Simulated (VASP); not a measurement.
GaSb:

```
Ga Sb
1.0
     0.00000    3.06588    3.06588
     3.06588    0.00000    3.06588
     3.06588    3.06588    0.00000
Ga Sb
1 1
Direct
  0.00000 0.00000 0.00000
  0.25000 0.25000 0.25000
```

Base run:

- Program: VASP 6.6.1
- Functional: PBEsol
- Potentials or basis: VASP PAW PBE potentials, release 64 (Ga_d, Sb)
- Cutoff: 500 eV
- k mesh: 6 × 6 × 6
- Occupations: fermi-dirac, width 0.02 eV
- Spin: no spin polarisation

Its results: band gap on the k mesh zero (filled and empty bands touch); pressure -0.3 GPa.

Question: The run is repeated on the same cell with these changes: k mesh from 6 × 6 × 6 to 4 × 4 × 4. What comes out?

Answer: Band gap on the k mesh zero (filled and empty bands touch); pressure 0.3 GPa.

Caveats: some runs use coarse meshes; semilocal functionals underestimate gaps, so a narrow gap can read as zero; the PAW data sets were made with another functional, which shifts forces and pressure a little; spin-orbit coupling is left out, which moves the levels of the heavy elements.
